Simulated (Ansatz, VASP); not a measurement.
## One calculation of BN, two programs

Contents of POSCAR:

```
BN
1.0
    0.0000000000      3.5432028194      2.1079367140
    1.2687798761      0.0000000000      2.1079367140
    1.2687798761      3.5432028194      0.0000000000
B N
1 1
Direct
    0.0000486500      0.0000486500      0.9999513500
    0.6666513400      0.6666513400      0.3333486600
```

INCAR.step1

```
SYSTEM = BN
PREC = Accurate
ENCUT = 520
ISMEAR = 0
SIGMA = 0.05
LREAL = .FALSE.
LASPH = .TRUE.
NELM = 80
NBANDS = 11
GGA = PE
ALGO = Normal
EDIFF = 1E-4
LWAVE = .TRUE.
LCHARG = .FALSE.
```

The input INCAR.step2:

```
SYSTEM = BN
PREC = Accurate
ENCUT = 520
EDIFF = 1E-6
ISMEAR = 0
SIGMA = 0.05
LREAL = .FALSE.
LASPH = .TRUE.
NELM = 80
ALGO = Normal
ISIF = 2
LWAVE = .FALSE.
LCHARG = .TRUE.
METAGGA = R2SCAN
LMIXTAU = .TRUE.
LELF = .TRUE.
LVHAR = .TRUE.
NBANDS = 11
ISTART = 1
```

KPOINTS

```
regular mesh
0
G
  12 12 12
  0 0 0
```

Input for Ansatz:

```yaml
crystal:
  lattice:
    - [0.0, 3.5432028194, 2.107936714]
    - [1.2687798761, 0.0, 2.107936714]
    - [1.2687798761, 3.5432028194, 0.0]
  atoms:
    - { symbol: B, position: [4.865e-05, 4.865e-05, 0.99995135] }
    - { symbol: "N", position: [0.66665134, 0.66665134, 0.33334866] }
basis:
  ecutwfc: 500
kpoints:
  mp_grid: { grid: [12, 12, 12] }
hamiltonian:
  xc: r2scan
scf:
  occupations: { method: gaussian, width: 0.05 }
output:
  forces: true
  stress: true
  eigenvalues: true
```

Alike in both runs: task single point; functional r2SCAN; k mesh 12 × 12 × 12; occupations gaussian, width 0.05 eV; no spin polarisation.

```csv
,VASP,Ansatz
version,VASP 6.6.1,Ansatz 0.2.0
potentials or method,"VASP PAW PBE potentials, release 64 (B, N), cutoff 520 eV","scalar-relativistic, plane waves, PAW"
valence electrons in the cell,8,8
```

Ansatz gave:

```
gap on the k mesh at the Fermi level (eV)                     : 4.60
least direct gap on the mesh (eV)                             : 5.23
pressure (GPa)                                                : 4.6
traceless stress, the component that is largest in VASP (GPa) : 18.00
rms of the force components (eV/Å)                            : 0.356
```

Question: Which values does VASP return?

Answer: gap on the k mesh at the Fermi level (eV): 4.63; least direct gap on the mesh (eV): 5.29; pressure (GPa): 5.0; traceless stress, the component that is largest in VASP (GPa): 18.32; rms of the force components (eV/Å): 0.355.

VASP's potentials were made for PBE, not for r2SCAN. Atom by atom the forces differ by 0.000 eV/Å (rms over components).
